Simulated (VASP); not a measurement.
# SnO2 (R-3m) in VASP: notebook

The runs below take SnO2 through single point, with LDA, PBEsol.

Everything below comes from runs of VASP 6.6.1. Logs are shortened: lines on timing, memory, paths and dates and some standing lists are left out, and cuts for length are marked.

**1. The cell of the first run**

Symmetry: R-3m, No. 166, trigonal system. The conventional cell has a = 3.190 Å, b = 3.190 Å, c = 14.207 Å, α = 90.00°, β = 90.00°, γ = 120.00°. Within 2.8 Å of Sn (site symmetry -3m) lie 6 O at 2.10 Å. O (site symmetry 3m) has 3 Sn at 2.10 Å and 3 O at 2.72 Å within 2.8 Å.

**2. Single point, LDA**

Input file INCAR:

```
SYSTEM = SnO2
PREC     = Accurate       ! precision mode
ENCUT    = 520            ! plane-wave cutoff, eV
EDIFF    = 1E-6           ! SCF threshold, eV
ISMEAR   = -1             ! smearing method
SIGMA    = 0.05           ! smearing width, eV
LREAL    = .False.        ! projectors in reciprocal space
LASPH    = .True.         ! aspherical terms in the spheres
NELM     = 80             ! most SCF steps
ALGO     = Normal         ! electronic algorithm
ISIF     = 2              ! what is computed and relaxed
LWAVE    = .False.        ! write WAVECAR
LCHARG   = .False.        ! write CHGCAR
NBANDS   = 20             ! bands
```

Input file KPOINTS:

```
regular mesh
0
Gamma
  10 10 10
  0 0 0
```

Input file POSCAR:

```
SnO2
1.0
    1.5952377869      0.9210109657      4.7357117578
   -1.5952377869      0.9210109657      4.7357117578
    0.0000000000     -1.8420219315      4.7357117578
Sn O
1 2
Direct
    0.5000000000      0.5000000000      0.5000000000
    0.7628300000      0.7628300000      0.7628300000
    0.2371700000      0.2371700000      0.2371700000
```

Potentials or basis: VASP PAW LDA potentials, release 64 (Sn_d, O).

Launch:

```
$ cat potpaw_LDA.64/Sn_d/POTCAR potpaw_LDA.64/O/POTCAR > POTCAR
$ mpirun -np 1 vasp_std > vasp.out
```

OUTCAR:

```text
SYSTEM = SnO2
   PREC = Accurate
   ENCUT = 520
   EDIFF = 1E-6
   ISMEAR = -1
   LREAL = .False.
   LASPH = .True.
   NELM = 80
   ISIF = 2

 ion  position               nearest neighbor table
   1  0.500  0.500  0.500-   3 2.10   3 2.10   2 2.10   2 2.10   3 2.10   2 2.10
   2  0.763  0.763  0.763-   1 2.10   1 2.10   1 2.10
   3  0.237  0.237  0.237-   1 2.10   1 2.10   1 2.10

  LATTYP: Found a trigonal (rhomboedric) cell.
 ALAT       =     5.0813394542
 COS(alpha) =     0.8028828391

  Lattice vectors:

 A1 = (   1.5952377869,   0.9210109657,   4.7357117578)
 A2 = (  -1.5952377869,   0.9210109657,   4.7357117578)
 A3 = (   0.0000000000,  -1.8420219315,   4.7357117578)

Analysis of symmetry for initial positions (statically):
=====================================================================
 Subroutine PRICEL returns:
 Original cell was already a primitive cell.

 Routine SETGRP: Setting up the symmetry group for a
 trigonal (rhombohedral) supercell.

 Subroutine GETGRP returns: Found 12 space group operations
 (whereof 12 operations were pure point group operations)
 out of a pool of 12 trial point group operations.

The static configuration has the point symmetry D_3d.

Analysis of symmetry for dynamics (positions and initial velocities):
=====================================================================
 Subroutine PRICEL returns:
 Original cell was already a primitive cell.

 Routine SETGRP: Setting up the symmetry group for a
 trigonal (rhombohedral) supercell.

 Subroutine GETGRP returns: Found 12 space group operations
 (whereof 12 operations were pure point group operations)
 out of a pool of 12 trial point group operations.

The dynamic configuration has the point symmetry D_3d.

 Subroutine INISYM returns: Found 12 space group operations
 (whereof 12 operations are pure point group operations),
 and found     1 'primitive' translations

----------------------------------------------------------------------------------------

                                     Primitive cell

  volume of cell :      41.7471

  direct lattice vectors                    reciprocal lattice vectors
     1.595237787  0.921010966  4.735711758     0.313432896  0.180960567  0.070387167
    -1.595237787  0.921010966  4.735711758    -0.313432896  0.180960567  0.070387167
     0.000000000 -1.842021931  4.735711758     0.000000000 -0.361921134  0.070387167

  length of vectors
     5.081339454  5.081339454  5.081339454     0.368702130  0.368702130  0.368702130

  position of ions in fractional coordinates (direct lattice)
     0.500000000  0.500000000  0.500000000
     0.762830000  0.762830000  0.762830000
     0.237170000  0.237170000  0.237170000

  ion indices of the primitive-cell ions
   primitive index   ion index
                 1           1
                 2           2
                 3           3

----------------------------------------------------------------------------------------

 KPOINTS: regular mesh

Automatic generation of k-mesh.
 Grid dimensions read from file:
 generate k-points for:   10   10   10

 Generating k-lattice:

  Cartesian coordinates                     Fractional coordinates (reciprocal lattice)
     0.031343290  0.018096057  0.007038717     0.100000000 -0.000000000  0.000000000
    -0.031343290  0.018096057  0.007038717    -0.000000000  0.100000000  0.000000000
     0.000000000 -0.036192113  0.007038717     0.000000000  0.000000000  0.100000000

  Length of vectors
     0.036870213  0.036870213  0.036870213

  Shift w.r.t. Gamma in fractional coordinates (k-lattice)
     0.000000000  0.000000000  0.000000000

 Subroutine IBZKPT returns following result:
 ===========================================

 Found    116 irreducible k-points:

 Following reciprocal coordinates:
            Coordinates               Weight
  0.000000  0.000000  0.000000      1.000000
  0.100000 -0.000000 -0.000000      6.000000
  0.200000 -0.000000 -0.000000      6.000000
  0.300000 -0.000000  0.000000      6.000000
  0.400000 -0.000000 -0.000000      6.000000
  0.500000 -0.000000  0.000000      3.000000
[... 16 lines left out ...]
  0.300000  0.300000 -0.000000      6.000000
  0.400000  0.300000 -0.000000     12.000000
 [... further k-points ...]
   k-points           NKPTS =    116   k-points in BZ     NKDIM =    116   number of bands    NBANDS=     20
   number of dos      NEDOS =    301   number of ions     NIONS =      3
   total plane-waves  NPLWV =  64000
   dimension x,y,z NGX =    40 NGY =   40 NGZ =   40
   dimension x,y,z NGXF=    80 NGYF=   80 NGZF=   80
   ions per type =               1   2
   NGX,Y,Z   is equivalent  to a cutoff of  13.09, 13.09, 13.09 a.u.
   NGXF,Y,Z  is equivalent  to a cutoff of  26.17, 26.17, 26.17 a.u.
 SYSTEM =  SnO2
   PREC   = accura    normal or accurate (medium, high low for compatibility)
   ISTART =      0    job   : 0-new  1-cont  2-samecut
   ICHARG =      2    charge: 1-file 2-atom 10-const
   ISPIN  =      1    spin polarized calculation?
   LNONCOLLINEAR =      F non collinear calculations
   LSORBIT =      F    spin-orbit coupling
   LASPH  =      T    aspherical Exc in radial PAW
   ENCUT  =  520.0 eV  38.22 Ry    6.18 a.u.   9.45  9.45  9.45*2*pi/ulx,y,z
   NELM   =     80;   NELMIN=  2; NELMDL= -5     # of ELM steps
   EDIFF  = 0.1E-05   stopping-criterion for ELM
   LREAL  =      F    real-space projection
   EDIFFG = 0.1E-04   stopping-criterion for IOM
   NSW    =      0    number of steps for IOM
   IBRION =     -1    ionic relax: 0-MD 1-quasi-New 2-CG
   NFREE  =      0    steps in history (QN), initial steepest desc. (CG)
   ISIF   =      2    stress and relaxation
   ISYM   =      2    0-nonsym 1-usesym 2-fastsym
   POTIM  = 0.5000    time-step for ionic-motion
   TEBEG  =    0.0;   TEEND  =   0.0 temperature during run
   PSTRESS=    0.0 pullay stress
   NELECT =      26.0000    total number of electrons
   NUPDOWN=      -1.0000    fix difference up-down
   EMIN   =  10.00;   EMAX   =-10.00  energy-range for DOS
   EFERMI =   0.00;   METHOD = LEGACY
   ISMEAR =    -1;   SIGMA  =   0.05  broadening in eV -4-tet -1-fermi 0-gaus
   EFERMI_NEDOS =   21; number of points for ismear=-14 and -15
   IALGO  =     38    algorithm
   IMIX   =      4    mixing-type and parameters
     AMIX     =   0.40;   BMIX     =  1.00
     AMIX_MAG =   1.60;   BMIX_MAG =  1.00
  volume/ion in A,a.u.               =      13.92        93.91
  Fermi-wavevector in a.u.,A,eV,Ry     =   1.398053  2.641937 26.593305  1.954553
  Thomas-Fermi vector in A             =   2.521249
   LORBIT       =      0    0 simple, 1 ext, 2 COOP (PROOUT), +10 PAW based schemes
   GGA     = CA    functional components
   LHFCALC =     F    Hartree Fock is set to
   AEXX    =    0.0000 exact exchange contribution
   IVDW    =     0    specifies the selected vdW correction
   LEPSILON=     F    determine dielectric tensor
   LRPA    =     F    only Hartree local field effects (RPA)
 non-spin polarized calculation
  energy-cutoff  :      520.00
  volume of cell :       41.75
 maximum number of plane-waves:      1142
 NGX is ok and might be reduce to    40
   NGX = 19   NGY = 19   NGZ = 19

 number of electron      26.0000007 magnetization

 Free energy of the ion-electron system (eV)
  ---------------------------------------------------
  ext. energy  EPLUGINS =         0.00000000
  ---------------------------------------------------
  free energy    TOTEN  =       -20.49670903 eV

  energy without entropy =      -20.49670903  energy(sigma->0) =      -20.49670903

 E-fermi :   4.5607     XC(G=0): -10.7638

 val. band max:        3.3979715344   @ k =  -0.2000   0.2000   0.0000
 cond. band min:       5.4331264272   @ k =   0.0000   0.0000   0.0000
 fundamental gap:      2.0351548928
 Fermi energy:         4.5606848992

 k-point     1 :       0.0000    0.0000    0.0000
  band No.  band energies     occupation
      1     -16.5196      2.00000
      2     -16.2716      2.00000
      3     -16.2716      2.00000
      4     -16.0298      2.00000
      5     -16.0298      2.00000
      6     -14.5275      2.00000
[... 12 lines left out ...]
     19      20.5865      0.00000
     20      20.6626      0.00000

 k-point     2 :       0.1000   -0.0000   -0.0000
  band No.  band energies     occupation
      1     -16.4760      2.00000
      2     -16.3522      2.00000
      3     -16.2471      2.00000
      4     -16.0552      2.00000
      5     -16.0309      2.00000
      6     -14.4563      2.00000
[... 12 lines left out ...]
     19      18.6661      0.00000
     20      20.7012      0.00000

 k-point     3 :       0.2000   -0.0000   -0.0000
  band No.  band energies     occupation
      1     -16.6217      2.00000
      2     -16.3109      2.00000
      3     -16.1911      2.00000
      4     -16.0923      2.00000
      5     -16.0245      2.00000
      6     -14.2262      2.00000
[... 12 lines left out ...]
     19      17.2130      0.00000
     20      20.9037      0.00000

 k-point     4 :       0.3000   -0.0000    0.0000
  band No.  band energies     occupation
      1     -16.8811      2.00000
      2     -16.2052      2.00000
      3     -16.1527      2.00000
      4     -16.0895      2.00000
      5     -15.9837      2.00000
      6     -13.8439      2.00000
[... 12 lines left out ...]
     19      16.3720      0.00000
     20      19.3731      0.00000

 k-point     5 :       0.4000   -0.0000   -0.0000
  band No.  band energies     occupation
      1     -17.0704      2.00000
      2     -16.2016      2.00000
      3     -16.1468      2.00000
      4     -16.0172      2.00000
      5     -15.9235      2.00000
      6     -13.4262      2.00000
[... 12 lines left out ...]
     19      16.2095      0.00000
     20      17.7136      0.00000
[... 353 lines left out ...]
      6     -12.9416      2.00000
[... 12 lines left out ...]
     19      16.8128      0.00000
     20      17.5316      0.00000

 k-point    22 :      -0.2000    0.2000    0.0000
  band No.  band energies     occupation
      1     -16.8473      2.00000
      2     -16.3888      2.00000
      3     -16.1230      2.00000
      4     -16.1024      2.00000
      5     -15.9557      2.00000
      6     -13.4957      2.00000
[... 12 lines left out ...]
     19      16.9850      0.00000
     20      18.2362      0.00000

 k-point    23 :       0.3000    0.3000   -0.0000
  band No.  band energies     occupation
      1     -16.8791      2.00000
      2     -16.2044      2.00000
      3     -16.1522      2.00000
      4     -16.0901      2.00000
      5     -15.9836      2.00000
      6     -13.8464      2.00000
[... 12 lines left out ...]
     19      16.0035      0.00000
     20      21.4487      0.00000

 k-point    24 :       0.4000    0.3000   -0.0000
  band No.  band energies     occupation
      1     -16.9536      2.00000
      2     -16.2615      2.00000
      3     -16.1608      2.00000
      4     -16.0597      2.00000
      5     -15.9489      2.00000
      6     -13.5005      2.00000
[... 12 lines left out ...]
     19      16.5858      0.00000
     20      20.3357      0.00000

 [... further k-points ...]
[... 5 lines left out ...]
  --------------------------------------------------------------------------------------
  -------------------------------------------------------------------------------------
  Total       -0.5558618     -0.5558618     -1.0184612      0.0000000      0.0000000     -0.0000000
  in kB      -21.3329380    -21.3329380    -39.0866384      0.0000000      0.0000000     -0.0000000
  external PRESSURE =     -27.2508381 kB  Pullay stress =       0.0000000 kB

 VOLUME and BASIS-vectors are now :
 -----------------------------------------------------------------------------
  energy-cutoff  :      520.00
  volume of cell :       41.75
      direct lattice vectors                 reciprocal lattice vectors
     1.595237787  0.921010966  4.735711758     0.313432896  0.180960567  0.070387167
    -1.595237787  0.921010966  4.735711758    -0.313432896  0.180960567  0.070387167
     0.000000000 -1.842021931  4.735711758     0.000000000 -0.361921134  0.070387167

 POSITION                                       TOTAL-FORCE (eV/Angst)
 -----------------------------------------------------------------------------------
      0.00000     -0.00000      7.10357        -0.000000      0.000000      0.000000
      0.00000     -0.00000     10.83763         0.000000     -0.000000      0.184164
      0.00000     -0.00000      3.36951         0.000000      0.000000     -0.184164
 -----------------------------------------------------------------------------------
    total drift:                               -0.000000      0.000000      0.000000

  FREE ENERGIE OF THE ION-ELECTRON SYSTEM (eV)
  ---------------------------------------------------
  free  energy   TOTEN  =       -20.4967090326 eV

  energy  without entropy=      -20.4967090325  energy(sigma->0) =      -20.49670903
```

Run time: 2.1 min. Hardware: 1 thread of Intel Xeon Platinum 8488C (Sapphire Rapids), shared host; peak memory 0.25 GiB.

Results:

```yaml
Free_energy: -20.4967 eV
Pressure: -2.7 GPa
Largest_force: 0.184 eV/Å
Band_gap_on_the_k_mesh: 2.04 eV, indirect (least direct gap 2.20 eV)
```

Forces on the atoms (eV/Å):
```
Sn   0.000  0.000  0.000
O    0.000  0.000  0.184
O    0.000  0.000 -0.184
```

Caveat: spin-orbit coupling is left out, which moves the levels of the heavy elements.

(Part 1 of 2 ends here.)
